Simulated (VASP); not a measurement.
# BaTe in VASP: further runs, part 3 of 3

VASP 6.6.1. Earlier steps stand in the parts before.

### 7 Single point, PBEsol

This run uses another cell than the first one: it holds 16 atoms, not 2.

INCAR reads:

```
SYSTEM = BaTe
ALGO = Normal
EDIFF = 1E-6
ENCUT = 500
GGA = PS
GGA_COMPAT = .False.
ISIF = 2
ISMEAR = -1
LASPH = .True.
LCHARG = .False.
LREAL = .False.
LWAVE = .False.
NBANDS = 78
NELM = 120
PREC = Accurate
SIGMA = 0.05
```

KPOINTS reads:

```
k-points
0
Gamma
  2 2 2
  0 0 0
```

POSCAR reads:

```
BaTe
1.0
    0.0011931855      6.9523582959      6.9526132040
    6.9505802546      0.0035898433      6.9501701756
    6.9458162151      6.9452276461      0.0084363201
Ba Te
8 8
Direct
   -0.0053350602      0.0045591222      0.0036299464
   -0.0049340800      0.0049950705      0.5026766143
   -0.0054692660      0.5047473178      0.0036975676
   -0.0050112092      0.5045861966      0.5036155151
    0.4952444392      0.0044946575      0.0036802005
    0.4945811240      0.0047448180      0.5038275025
    0.4948001807      0.5048150370      0.0026893887
    0.4945175936      0.5045735792      0.5033476515
    0.2451175987      0.2547163319      0.2534857511
    0.2447161710      0.2542876120      0.7544702095
    0.2451039084      0.7543855454      0.2532526148
    0.2443322966      0.7549601253      0.7533357219
    0.7443512320      0.2549279977      0.2533454042
    0.7451756403      0.2545026172      0.7530705217
    0.7447192469      0.7542455294      0.2544812879
    0.7450142234      0.7547615039      0.7534810740
```

Potentials or basis: VASP PAW PBE potentials, release 64 (Ba_sv, Te).

Launch:

```
> cat potpaw_PBE.64/Ba_sv/POTCAR potpaw_PBE.64/Te/POTCAR > POTCAR
> mpirun -np 1 vasp_std > vasp.out
```

OUTCAR:

```text
SYSTEM = BaTe
   EDIFF = 1E-6
   ENCUT = 500
   GGA = PS
   ISIF = 2
   ISMEAR = -1
   LASPH = .True.
   LREAL = .False.
   NELM = 120
   PREC = Accurate

 ion  position               nearest neighbor table
   1  0.995  0.005  0.004-  10 3.47  12 3.47  14 3.47  11 3.47  13 3.47  15 3.48
   2  0.995  0.005  0.503-   9 3.47  12 3.47  14 3.47  13 3.47  11 3.47  16 3.48
   3  0.995  0.505  0.004-  10 3.47  16 3.47  13 3.47  12 3.47  15 3.48   9 3.48
   4  0.995  0.505  0.504-  15 3.47  14 3.47  11 3.47   9 3.47  16 3.47  10 3.48
   5  0.495  0.004  0.004-  10 3.47  14 3.47  16 3.47   9 3.47  11 3.48  15 3.48
   6  0.495  0.005  0.504-   9 3.47  15 3.47  13 3.47  12 3.47  16 3.47  10 3.48
[... 8 lines left out ...]
  15  0.745  0.754  0.254-   4 3.47   6 3.47   8 3.47   1 3.48   5 3.48   3 3.48
  16  0.745  0.755  0.753-   3 3.47   5 3.47   4 3.47   6 3.47   7 3.47   2 3.48

  LATTYP: Found a triclinic cell.
 ALAT       =     9.8208671951
 B/A-ratio  =     1.0006733757
 C/A-ratio  =     1.0001616709
 COS(alpha) =     0.0000866675
 COS(beta)  =     0.4989162414
 COS(gamma) =     0.5007273315

  Lattice vectors:

 A1 = (  -6.9446230296,   0.0071306498,   6.9441768839)
 A2 = (  -6.9493870691,   6.9487684526,   0.0024430284)
 A3 = (  -6.9458162151,  -6.9452276461,  -0.0084363201)

Analysis of symmetry for initial positions (statically):
=====================================================================
 Subroutine PRICEL returns:
 Original cell was already a primitive cell.

 Routine SETGRP: Setting up the symmetry group for a
 triclinic supercell.

 Subroutine GETGRP returns: Found  1 space group operations
 (whereof  1 operations were pure point group operations)
 out of a pool of  2 trial point group operations.

The static configuration has the point symmetry C_1 .

Analysis of symmetry for dynamics (positions and initial velocities):
=====================================================================
 Subroutine PRICEL returns:
 Original cell was already a primitive cell.

 Routine SETGRP: Setting up the symmetry group for a
 triclinic supercell.

 Subroutine GETGRP returns: Found  1 space group operations
 (whereof  1 operations were pure point group operations)
 out of a pool of  2 trial point group operations.

The dynamic configuration has the point symmetry C_1 .

 Subroutine INISYM returns: Found  1 space group operations
 (whereof  1 operations are pure point group operations),
 and found     1 'primitive' translations

----------------------------------------------------------------------------------------

                                     Primitive cell

  volume of cell :     670.6097

  direct lattice vectors                    reciprocal lattice vectors
     0.001193185  6.952358296  6.952613204    -0.071979992  0.071898698  0.071947102
     6.950580255  0.003589843  6.950170176     0.071917877 -0.072011426  0.071996443
     6.945816215  6.945227646  0.008436320     0.072016721  0.072048466 -0.072058184

  length of vectors
     9.832299714  9.829315553  9.822454944     0.124607093  0.124664808  0.124778890

  position of ions in fractional coordinates (direct lattice)
     0.994664940  0.004559122  0.003629946
     0.995065920  0.004995071  0.502676614
[... 64 lines left out ...]
 -0.000000  0.500000 -0.000000      1.000000
  0.500000  0.500000 -0.000000      1.000000
  0.000000  0.000000  0.500000      1.000000
  0.500000  0.000000  0.500000      1.000000
 -0.000000  0.500000  0.500000      1.000000
  0.500000  0.500000  0.500000      1.000000
   k-points           NKPTS =      8   k-points in BZ     NKDIM =      8   number of bands    NBANDS=     78
   number of dos      NEDOS =    301   number of ions     NIONS =     16
   total plane-waves  NPLWV = 373248
   dimension x,y,z NGX =    72 NGY =   72 NGZ =   72
   dimension x,y,z NGXF=   144 NGYF=  144 NGZF=  144
   ions per type =               8   8
   NGX,Y,Z   is equivalent  to a cutoff of  12.17, 12.18, 12.19 a.u.
   NGXF,Y,Z  is equivalent  to a cutoff of  24.35, 24.36, 24.37 a.u.
 SYSTEM =  BaTe
   PREC   = accura    normal or accurate (medium, high low for compatibility)
   ISTART =      0    job   : 0-new  1-cont  2-samecut
   ICHARG =      2    charge: 1-file 2-atom 10-const
   ISPIN  =      1    spin polarized calculation?
   LNONCOLLINEAR =      F non collinear calculations
   LSORBIT =      F    spin-orbit coupling
   LASPH  =      T    aspherical Exc in radial PAW
   ENCUT  =  500.0 eV  36.75 Ry    6.06 a.u.  17.93 17.92 17.91*2*pi/ulx,y,z
   NELM   =    120;   NELMIN=  2; NELMDL= -5     # of ELM steps
   EDIFF  = 0.1E-05   stopping-criterion for ELM
   LREAL  =      F    real-space projection
   EDIFFG = 0.1E-04   stopping-criterion for IOM
   NSW    =      0    number of steps for IOM
   IBRION =     -1    ionic relax: 0-MD 1-quasi-New 2-CG
   NFREE  =      0    steps in history (QN), initial steepest desc. (CG)
   ISIF   =      2    stress and relaxation
   ISYM   =      2    0-nonsym 1-usesym 2-fastsym
   POTIM  = 0.5000    time-step for ionic-motion
   TEBEG  =    0.0;   TEEND  =   0.0 temperature during run
   PSTRESS=    0.0 pullay stress
   NELECT =     128.0000    total number of electrons
   NUPDOWN=      -1.0000    fix difference up-down
   EMIN   =  10.00;   EMAX   =-10.00  energy-range for DOS
   EFERMI =   0.00;   METHOD = LEGACY
   ISMEAR =    -1;   SIGMA  =   0.05  broadening in eV -4-tet -1-fermi 0-gaus
   EFERMI_NEDOS =   21; number of points for ismear=-14 and -15
   IALGO  =     38    algorithm
   IMIX   =      4    mixing-type and parameters
     AMIX     =   0.40;   BMIX     =  1.00
     AMIX_MAG =   1.60;   BMIX_MAG =  1.00
  volume/ion in A,a.u.               =      41.91       282.84
  Fermi-wavevector in a.u.,A,eV,Ry     =   0.942587  1.781232 12.088377  0.888471
  Thomas-Fermi vector in A             =   2.070211
   LORBIT       =      0    0 simple, 1 ext, 2 COOP (PROOUT), +10 PAW based schemes
   GGA     = PS    functional components
   LHFCALC =     F    Hartree Fock is set to
   AEXX    =    0.0000 exact exchange contribution
   IVDW    =     0    specifies the selected vdW correction
   LEPSILON=     F    determine dielectric tensor
   LRPA    =     F    only Hartree local field effects (RPA)
 non-spin polarized calculation
  energy-cutoff  :      500.00
  volume of cell :      670.61
 maximum number of plane-waves:     17066
 NGX is ok and might be reduce to    72

 number of electron     127.9999999 magnetization

 Free energy of the ion-electron system (eV)
  ---------------------------------------------------
  ext. energy  EPLUGINS =         0.00000000
  ---------------------------------------------------
  free energy    TOTEN  =       -73.43586324 eV

  energy without entropy =      -73.43586199  energy(sigma->0) =      -73.43586261

 E-fermi :   2.9931     XC(G=0):  -8.4991

 val. band max:        2.3113349174   @ k =   0.0000   0.0000   0.0000
 cond. band min:       3.6777146150   @ k =   0.0000   0.0000   0.0000
 fundamental gap:      1.3663796976
 Fermi energy:         2.9930877736

 k-point     1 :       0.0000    0.0000    0.0000
  band No.  band energies     occupation
      1     -24.6302      2.00000
      2     -24.6149      2.00000
      3     -24.6149      2.00000
      4     -24.6148      2.00000
      5     -24.6147      2.00000
      6     -24.6098      2.00000
[... 621 lines left out ...]
     75       5.8939      0.00000
     76       5.8940      0.00000
 [bands above 76 left out]

------------------------ aborting loop because EDIFF is reached ----------------------------------------

  FORCE on cell =-STRESS in cart. coord.  units (eV):
  Direction    XX          YY          ZZ          XY          YZ          ZX
  --------------------------------------------------------------------------------------
  -------------------------------------------------------------------------------------
  Total        1.5747822      1.6020001      1.5933711      0.0234904     -0.0729588     -0.0402356
  in kB        3.7623675      3.8273949      3.8067789      0.0561217     -0.1743084     -0.0961282
  external PRESSURE =       3.7988471 kB  Pullay stress =       0.0000000 kB

 VOLUME and BASIS-vectors are now :
 -----------------------------------------------------------------------------
  energy-cutoff  :      500.00
  volume of cell :      670.61
      direct lattice vectors                 reciprocal lattice vectors
     0.001193185  6.952358296  6.952613204    -0.071979992  0.071898698  0.071947102
     6.950580255  0.003589843  6.950170176     0.071917877 -0.072011426  0.071996443
     6.945816215  6.945227646  0.008436320     0.072016721  0.072048466 -0.072058184

 POSITION                                       TOTAL-FORCE (eV/Angst)
 -----------------------------------------------------------------------------------
      0.05809      6.94049      6.94724         0.000502     -0.000421     -0.001257
      3.52741     10.40928      6.95727         0.003005      0.003005     -0.008151
      3.53516      6.94183     10.42270         0.001810      0.003080      0.001698
      7.00637     10.41705     10.42898         0.000517      0.005581     -0.001154
      0.05739      3.46869      3.47451        -0.001260     -0.000882     -0.003244
      3.53306      6.93772      3.47586         0.000016      0.002011      0.000216
[... 8 lines left out ...]
      7.01091      6.94769     10.42203        -0.004709     -0.009241      0.004662
     10.48046     10.41541     10.43187        -0.001181     -0.002457     -0.000103
 -----------------------------------------------------------------------------------
    total drift:                                0.000153     -0.000216     -0.000119

  FREE ENERGIE OF THE ION-ELECTRON SYSTEM (eV)
  ---------------------------------------------------
  free  energy   TOTEN  =       -73.4358632370 eV

  energy  without entropy=      -73.4358619897  energy(sigma->0) =      -73.43586261
```

It took 18 min on 1 thread of Intel Xeon 8259CL, shared host; peak memory 0.88 GiB.

What came out:

- Free energy: -73.4359 eV
- Pressure: 0.4 GPa
- Largest force: 0.011 eV/Å
- Band gap on the k mesh: 1.37 eV

Forces in eV/Å, atoms in the order of the input:
```
Ba   0.001  0.000 -0.001
Ba   0.003  0.003 -0.008
Ba   0.002  0.003  0.002
Ba   0.001  0.006 -0.001
Ba  -0.001 -0.001 -0.003
Ba   0.000  0.002  0.000
Ba   0.005  0.007  0.002
Ba   0.006  0.008  0.001
Te  -0.001 -0.005 -0.001
Te  -0.005 -0.008  0.003
Te   0.001 -0.004  0.003
Te  -0.004  0.002  0.000
Te  -0.004  0.001  0.001
Te   0.003 -0.001 -0.002
Te  -0.005 -0.009  0.005
Te  -0.001 -0.002  0.000
```

Caveat: the PAW data sets were made with another functional, which shifts forces and pressure a little; spin-orbit coupling is left out, which moves the levels of the heavy elements.

### 8 Summary

```tsv
task	level	cell	k mesh	cutoff (eV)	smearing	gap on the mesh (eV)	pressure (GPa)	relaxed volume (Å³/atom)
single point	PBEsol	a = 4.908 Å, angles 60.0°, 2 atoms, atomic positions A	6 × 6 × 6	500	fermi-dirac 0.03 eV	1.37	0.4	-
single point	r2SCAN+rVV10	a = 4.961 Å, angles 60.0°, 2 atoms, atomic positions A	6 × 6 × 6	550	fermi-dirac 0.03 eV	1.84	0.5	-
relaxation of cell and atoms	PBEsol	relaxed from a = 5.013 Å, angles 60.0°, 2 atoms, atomic positions A	6 × 6 × 6	500	fermi-dirac 0.03 eV	1.40	0.0	42.31
single point	r2SCAN+rVV10	a = 4.961 Å, angles 60.0°, 2 atoms, atomic positions A	8 × 8 × 8	550	fermi-dirac 0.03 eV	1.84	0.5	-
relaxation of cell and atoms	r2SCAN+rVV10	relaxed from a = 4.908 Å, angles 60.0°, 2 atoms, atomic positions A	6 × 6 × 6	550	fermi-dirac 0.03 eV	1.87	0.0	43.78
single point	PBEsol	a = 9.832, b = 9.829, c = 9.822 Å, angles 59.9°, 16 atoms, atomic positions B	2 × 2 × 2	500	fermi-dirac 0.05 eV	1.37	0.4	-
```

Alike in all rows: potentials or basis VASP PAW PBE potentials, release 64 (Ba_sv, Te); no spin polarisation.

Caveats: the PAW data sets were made with another functional, which shifts forces and pressure a little; spin-orbit coupling is left out, which moves the levels of the heavy elements.

Absolute energies hang on the potentials; compare differences alone.
